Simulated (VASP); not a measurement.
Wanted: the native input for a VASP 6.6.1 run.

```
Task                   : relaxation of cell and atoms
Functional             : PBEsol
Potentials or basis    : VASP PAW PBE potentials, release 64 (C)
Cutoff                 : 600 eV
k mesh                 : 13 × 13 × 13
Occupations            : fermi-dirac, width 0.05 eV
Spin                   : no spin polarisation
Dipole correction      : no
Further INCAR settings : ALGO = Normal; EDIFF = 1e-07; IBRION = 2; EDIFFG = -0.01; NSW = 60; ISIF = 3
```

The structure of C lies in POSCAR:

```
C
1.0
    0.0000000000      1.7833700000      1.7833700000
    1.7833700000      0.0000000000      1.7833700000
    1.7833700000      1.7833700000      0.0000000000
C
2
Direct
    0.7500000000      0.7500000000      0.7500000000
    0.5000000000      0.5000000000      0.5000000000
```

One way to write it, as run:

INCAR

```
SYSTEM = C
  PREC = Accurate
  ENCUT = 600
  EDIFF = 1E-7
  ISMEAR = -1
  SIGMA = 0.05
  LREAL = .False.
  LASPH = .True.
  NELM = 80
  ALGO = Normal
  ISIF = 3
  LWAVE = .False.
  LCHARG = .False.
  GGA = PS
  IBRION = 2
  NSW = 60
  EDIFFG = -0.01
```

KPOINTS

```
Automatic mesh
0
Gamma
  13 13 13
  0 0 0
```

Potentials or basis: VASP PAW PBE potentials, release 64 (C).

Run with:

```console
$ cat potpaw_PBE.64/C/POTCAR > POTCAR
$ mpirun -np 1 vasp_std > vasp.out
```

It gave:

| Item | Value |
| --- | --- |
| Relaxed volume | 5.62 Å³/atom |
| Relaxed cell | a = 2.514 Å, b = 2.514 Å, c = 2.514 Å, α = 60.00°, β = 60.00°, γ = 60.00° |
| Space group after relaxing (to 0.05 Å) | Fd-3m (No. 227) |
| Energy gained by relaxing | 0.8 meV/atom |
| Ionic steps | 3 |
| Pressure after relaxing | 0.0 GPa |
| Band gap on the k mesh | 4.03 eV, indirect (least direct gap 5.57 eV) |

Caveat: the PAW data sets were made with another functional, which shifts forces and pressure a little.

Wall time 27 s on 1 thread of Intel Xeon 8259CL, on a shared host, peak memory 0.12 GiB.
